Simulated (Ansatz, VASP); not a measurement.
# One calculation of PtS2, two programs

File POSCAR:

```
PtS2
1.0
    3.5526240046      0.0000000000      0.0000000000
   -1.7763120023      3.0766626381      0.0000000000
    0.0000000000      0.0000000000      5.1228330609
Pt S
1 2
Direct
    0.0000000000      0.0000000000      0.0000000000
    0.3333333333      0.6666666667      0.2392541205
    0.6666666667      0.3333333333      0.7607458795
```

File INCAR.step1:

```
PREC     = Accurate       # precision mode
ENCUT    = 550            # plane-wave cutoff, eV
ISMEAR   = 0              # smearing method
SIGMA    = 0.01           # smearing width, eV
LREAL    = False          # projectors in reciprocal space
LASPH    = True           # aspherical terms in the spheres
NELM     = 120            # most SCF steps
NBANDS   = 18             # bands
GGA      = PE             # functional
ALGO     = Normal         # electronic algorithm
EDIFF    = 1E-5           # SCF threshold, eV
LWAVE    = True           # write WAVECAR
LCHARG   = False          # write CHGCAR
GGA_COMPAT= False
```

INCAR.step2

```
PREC     = Accurate       # precision mode
ENCUT    = 550            # plane-wave cutoff, eV
EDIFF    = 1E-6           # SCF threshold, eV
ISMEAR   = 0              # smearing method
SIGMA    = 0.01           # smearing width, eV
LREAL    = False          # projectors in reciprocal space
LASPH    = True           # aspherical terms in the spheres
NELM     = 120            # most SCF steps
ALGO     = Normal         # electronic algorithm
ISIF     = 2              # what is computed and relaxed
LWAVE    = False          # write WAVECAR
LCHARG   = True           # write CHGCAR
METAGGA  = R2SCAN         # meta-GGA
LMIXTAU  = True         
LELF     = True           # ELF
LVHAR    = True         
NBANDS   = 18             # bands
ISTART   = 1            
GGA_COMPAT= False
```

KPOINTS

```
regular mesh
0
Gamma
  12 12 6
```

Input for Ansatz:

```yaml
crystal:
  lattice:
    - [3.5526240046, 0.0, 0.0]
    - [-1.7763120023, 3.0766626381, 0.0]
    - [0.0, 0.0, 5.1228330609]
  atoms:
    - { symbol: Pt, position: [0.0, 0.0, 0.0] }
    - { symbol: S, position: [0.3333333333, 0.6666666667, 0.2392541205] }
    - { symbol: S, position: [0.6666666667, 0.3333333333, 0.7607458795] }
kpoints:
  mp_grid: { grid: [12, 12, 6] }
  band_path:
    path:
      - [0.0, 0.0, 0.0]
      - [0.5, 0.0, 0.0]
      - [0.3333333333, 0.3333333333, 0.0]
      - [0.0, 0.0, 0.5]
      - [0.5, 0.0, 0.5]
      - [0.3333333333, 0.3333333333, 0.5]
      - [0.0, 0.169271, 0.1875]
      - [0.0, 0.28125, 0.299479]
      - [0.0, 0.25, 0.3333333333]
    npoints: 1
hamiltonian:
  xc: r2scan
scf:
  occupations: { method: fixed }
  n_extra_bands: 4
output:
  forces: true
  stress: true
  eigenvalues: true
```

Alike in both runs: task single point; functional r2SCAN; k mesh 12 × 12 × 6; no spin polarisation.

|  | VASP | Ansatz |
| --- | --- | --- |
| version | VASP 6.6.1 | Ansatz 0.2.0 |
| potentials or method | VASP PAW PBE potentials, release 64 (Pt, S) | plane waves, PAW |
| plane-wave cutoff (eV) | 550 | 500 |
| occupations | gaussian, width 0.01 eV | fixed |
| valence electrons in the cell | 22 | 30 |

```csv
,VASP,Ansatz,Ansatz less VASP
gap on the k mesh at the Fermi level (eV),0.87,0.87,+0.006
pressure (GPa),1.2,1.3,+0.06
rms of the force components (eV/Å),0.023,0.021,-0.0022
```

VASP's potentials were made for PBE, not for r2SCAN. Atom by atom the forces differ by 0.002 eV/Å (rms over components). VASP's potentials hold 22 valence electrons a cell and Ansatz's 30, so a difference there can come from the potentials and not from the codes.

Neither program's run includes spin-orbit coupling.
